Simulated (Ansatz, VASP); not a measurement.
## ZnS: VASP beside Ansatz

File INCAR:

```
ALGO = Normal ; EDIFF = 1E-6
ENCUT = 520 ; GGA = PE
ISIF = 2 ; ISMEAR = 0
LASPH = True ; LCHARG = True
LELF = True ; LREAL = False
LVHAR = True ; LWAVE = False
NBANDS = 26 ; NELM = 100
PREC = Accurate ; SIGMA = 0.05
```

File KPOINTS:

```
k-points
0
Gamma
  9 9 4
```

Contents of POSCAR:

```
ZnS
1.0
    3.9350570224      0.0000000000      0.0000000000
   -1.9675285112      3.4078593468      0.0000000000
    0.0000000000      0.0000000000      6.0202437386
Zn S
2 2
Direct
    0.3333333333      0.6666666667      0.0052003725
    0.6666666667      0.3333333333      0.5052003725
    0.3333333333      0.6666666667      0.3665852179
    0.6666666667      0.3333333333      0.8665852179
```

Input for Ansatz:

```yaml
crystal:
  lattice:
    - [3.9350570224, 0.0, 0.0]
    - [-1.9675285112, 3.4078593468, 0.0]
    - [0.0, 0.0, 6.0202437386]
  atoms:
    - { symbol: Zn, position: [0.3333333333, 0.6666666667, 0.0052003725] }
    - { symbol: Zn, position: [0.6666666667, 0.3333333333, 0.5052003725] }
    - { symbol: S, position: [0.3333333333, 0.6666666667, 0.3665852179] }
    - { symbol: S, position: [0.6666666667, 0.3333333333, 0.8665852179] }
basis:
  ecutwfc: 520.0
kpoints:
  mp_grid: { grid: [9, 9, 4] }
hamiltonian:
  xc: pbe
scf:
  occupations: { method: gaussian, width: 0.05 }
output:
  forces: true
  stress: true
  eigenvalues: true
```

Alike in both runs: task single point; functional PBE; k mesh 9 × 9 × 4; occupations gaussian, width 0.05 eV; no spin polarisation.

|  | VASP | Ansatz |
| --- | --- | --- |
| version | VASP 6.6.1 | Ansatz 0.2.0 |
| potentials or method | VASP PAW PBE potentials, release 64 (Zn, S), cutoff 520 eV | scalar-relativistic, plane waves, PAW |
| valence electrons in the cell | 36 | 36 |

Ansatz gave:

- gap on the k mesh at the Fermi level (eV): 2.14
- least direct gap on the mesh (eV): 2.14
- pressure (GPa): 1.8
- traceless stress, the component that is largest in VASP (GPa): 10.18
- rms of the force components (eV/Å): 0.747

Question: What did VASP give for the same quantities?

Answer: gap on the k mesh at the Fermi level (eV): 2.14; least direct gap on the mesh (eV): 2.14; pressure (GPa): 1.9; traceless stress, the component that is largest in VASP (GPa): 10.24; rms of the force components (eV/Å): 0.752.

Atom by atom the forces differ by 0.005 eV/Å (rms over components).
